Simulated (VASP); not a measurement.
CoO:

```
Co O
1.0
     2.85630    0.00000    0.00000
    -1.42815    2.47363    0.00000
     0.00000    0.00000    2.78761
Co O
1 1
Direct
  0.00000 0.00000 0.00000
  0.66667 0.33333 0.50000
```

Base run:

| Item | Value |
| --- | --- |
| Program | VASP 6.6.1 |
| Functional | PBE |
| Potentials or basis | VASP PAW PBE potentials, release 64 (Co_sv, O) |
| Cutoff | 700 eV |
| k mesh | 11 × 11 × 10 |
| Occupations | fermi-dirac, width 0.05 eV |
| Spin | collinear spin, ferromagnetic start |
| Starting moments | [1.71, 0.0] μB |

Its results: band gap on the k mesh zero (filled and empty bands overlap); pressure -9.1 GPa; net moment 3.00 μB per cell; site moments Co +2.53; O +0.39 μB.

Problem. The run is repeated on the same cell with these changes: potentials or basis from VASP PAW PBE potentials, release 64 (Co_sv, O) to VASP PAW PBE potentials, release 64 (Co_sv, O_h); cutoff from 700 eV to 1340 eV; moments at the start from [1.71, 0.0] to [2.0, 0.0]. What comes out?

Solution. Band gap on the k mesh zero (filled and empty bands overlap); pressure -8.6 GPa; net moment 3.00 μB per cell; site moments Co +2.53; O +0.30 μB.

Caveats: the cell stands under tension; a cell with one magnetic atom can't hold antiferromagnetic order, which such compounds often take; semilocal functionals often make such compounds metallic where correlation or magnetic order opens a gap, which also shifts bond lengths.
